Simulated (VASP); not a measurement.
Set up this calculation in VASP 6.6.1, as the native input.

```yaml
Task: single point
Functional: PBE
Dispersion: D3(BJ)
Potentials_or_basis: VASP PAW PBE potentials, release 64 (Al)
Cutoff: 520 eV
k_mesh: 16 × 16 × 2
Occupations: gaussian, width 0.15 eV
Spin: no spin polarisation
Dipole_correction: no
Further_INCAR_settings: ALGO = Fast; EDIFF = 1e-06; NBANDS = 22
```

The structure of Al lies in POSCAR:

```
Al
1.0
   -2.8144222649      0.0000000000      0.0000000000
   -1.4072111325     -2.4373611784      0.0000000000
   -1.1726759437     -0.8124537261     18.4820941423
Al
8
Direct
    0.9843750000      0.9791666667      0.0625000000
    0.8593750000      0.8125000000      0.5625000000
    0.1614583333      0.1041666667      0.6875000000
    0.2864583333      0.2708333333      0.1875000000
   -0.2031250000     -0.2708333333      0.8125000000
   -0.0781250000     -0.1041666667      0.3125000000
    0.4322916667      0.3541666667      0.9375000000
    0.5572916667      0.5208333333      0.4375000000
```

These files were run (other wordings do the same):

INCAR

```
SYSTEM = Al
PREC = Accurate ; ENCUT = 520
EDIFF = 1E-6 ; ISMEAR = 0
SIGMA = 0.15 ; LREAL = .False.
LASPH = .True. ; NELM = 60
ALGO = Fast ; ISIF = 2
LWAVE = .False. ; LCHARG = .True.
GGA = PE ; IVDW = 12
LELF = .True. ; LVHAR = .True.
NBANDS = 22
```

KPOINTS

```
Automatic mesh
0
Gamma
  16 16 2
  0 0 0
```

Potentials or basis: VASP PAW PBE potentials, release 64 (Al).

Launch:

```console
$ cat potpaw_PBE.64/Al/POTCAR > POTCAR
$ mpirun -np 1 vasp_std > vasp.out
```

It gave:

```yaml
Pressure: 0.2 GPa
Largest_force: 0.170 eV/Å
Band_gap_on_the_k_mesh: zero (bands 12 and 13 overlap by 5.51 eV)
Dispersion_energy_per_atom: -0.351 eV
```

It took 5.2 min on 1 thread of Intel(R) Xeon(R) 6975P-C (Granite Rapids) (shared host), peak memory 0.62 GiB.
